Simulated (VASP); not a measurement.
Crystal: GaAs.

```
CELL_PARAMETERS angstrom
0.00000 2.83308 2.83308
2.83308 0.00000 2.83308
2.83308 2.83308 0.00000
ATOMIC_POSITIONS crystal
Ga 0.00000 0.00000 0.00000
As 0.25000 0.25000 0.25000
```

Base run:

| Item | Value |
| --- | --- |
| Program | VASP 6.6.1 |
| Functional | r2SCAN |
| Potentials or basis | VASP PAW PBE potentials, release 64 (Ga_d, As) |
| Cutoff | 520 eV |
| k mesh | 6 × 6 × 6 |
| Occupations | gaussian, width 0.01 eV |
| Spin | no spin polarisation |

Its results: band gap on the k mesh 0.94 eV, direct; pressure 0.1 GPa.

Question: The run is repeated on the same cell with these changes: functional from r2SCAN to PBE. What comes out?

Answer: Band gap on the k mesh 0.47 eV, direct; pressure 2.9 GPa.

r2SCAN gives the wider gap, since meta-GGAs in the generalised Kohn-Sham scheme recover part of the derivative discontinuity.

Caveats: the PAW data sets were made with another functional, which shifts forces and pressure a little (some runs).

A k mesh can miss the band edges.
